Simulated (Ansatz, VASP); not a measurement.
SnSe in VASP and in Ansatz

```
Sn Se
1.0
     0.00000    3.01000    3.01000
     3.01000    0.00000    3.01000
     3.01000    3.01000    0.00000
Sn Se
1 1
Direct
  0.00000 0.00000 0.00000
  0.48131 0.48131 0.51869
```

Change from the starting cell: all Se atoms moved +0.113 Å, as atom 2 towards its neighbour atom 1 (Sn) at 3.010 Å.

Alike in both runs: task single point; functional r2SCAN; k mesh 10 × 10 × 10; occupations gaussian, width 0.05 eV; no spin polarisation.

|  | VASP | Ansatz |
| --- | --- | --- |
| version | VASP 6.6.1 | Ansatz 0.2.0 |
| potentials or method | VASP PAW PBE potentials, release 64 (Sn_d, Se), cutoff 520 eV | scalar-relativistic, plane waves, PAW |
| valence electrons in the cell | 20 | 30 |

|  | VASP | Ansatz | Ansatz less VASP |
| --- | --- | --- | --- |
| gap on the k mesh at the Fermi level (eV) | 0.52 | 0.52 | -0.001 |
| least direct gap on the mesh (eV) | 0.52 | 0.52 | -0.003 |
| pressure (GPa) | 0.2 | 0.2 | 0.00 |
| traceless stress, the component that is largest in VASP (GPa) | 0.19 | 0.19 | -0.003 |
| rms of the force components (eV/Å) | 0.012 | 0.014 | +0.0024 |

VASP's potentials were made for PBE, not for r2SCAN. Atom by atom the forces differ by 0.002 eV/Å (rms over components). VASP's potentials hold 20 valence electrons a cell and Ansatz's 30, so a difference there can come from the potentials and not from the codes.
